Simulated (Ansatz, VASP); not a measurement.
## TiSi in VASP and in Ansatz

Contents of INCAR:

```
  ALGO = Normal
  EDIFF = 1E-7
  ENCUT = 520
  GGA = PS
  ISIF = 2
  ISMEAR = 0
  LASPH = T
  LCHARG = F
  LREAL = F
  LWAVE = F
  NBANDS = 15
  NELM = 60
  PREC = Accurate
  SIGMA = 0.15
```

The input KPOINTS:

```
k-points
0
Gamma
  24 24 18
```

Contents of POSCAR:

```
TiSi
1.0
    1.9030192878     -2.1813120576      0.0000000000
    1.9030192878      2.1813120576      0.0000000000
    0.0000000000      0.0000000000      3.4032586370
Ti Si
1 1
Direct
    0.5000000000      0.5000000000      0.0000000000
    0.0000000000      0.0000000000      0.5000000000
```

Input for Ansatz:

```yaml
crystal:
  lattice:
    - [1.9030192878, -2.1813120576, 0.0]
    - [1.9030192878, 2.1813120576, 0.0]
    - [0.0, 0.0, 3.403258637]
  atoms:
    - { symbol: Ti, position: [0.5, 0.5, 0.0] }
    - { symbol: Si, position: [0.0, 0.0, 0.5] }
basis:
  ecutwfc: 420
kpoints:
  mp_grid: { grid: [24, 24, 18] }
hamiltonian:
  xc: pbesol
scf:
  occupations: { method: gaussian, width: 0.15 }
output:
  forces: true
  stress: true
  eigenvalues: true
```

Alike in both runs: task single point; functional PBEsol; k mesh 24 × 24 × 18; occupations gaussian, width 0.15 eV; no spin polarisation.

```csv
,VASP,Ansatz
version,VASP 6.6.1,Ansatz 0.2.0
potentials or method,"VASP PAW PBE potentials, release 64 (Ti_sv, Si), cutoff 520 eV","scalar-relativistic, plane waves, PAW"
valence electrons in the cell,16,16
```

```csv
,VASP,Ansatz,Ansatz less VASP
gap on the k mesh at the Fermi level (eV),none,none,-
pressure (GPa),3.8,3.7,-0.07
"traceless stress, the component that is largest in VASP (GPa)",9.58,9.55,-0.026
```

VASP's potentials were made for PBE, not for PBEsol. A gap of «none» marks a metal or a gap that the smearing closes.
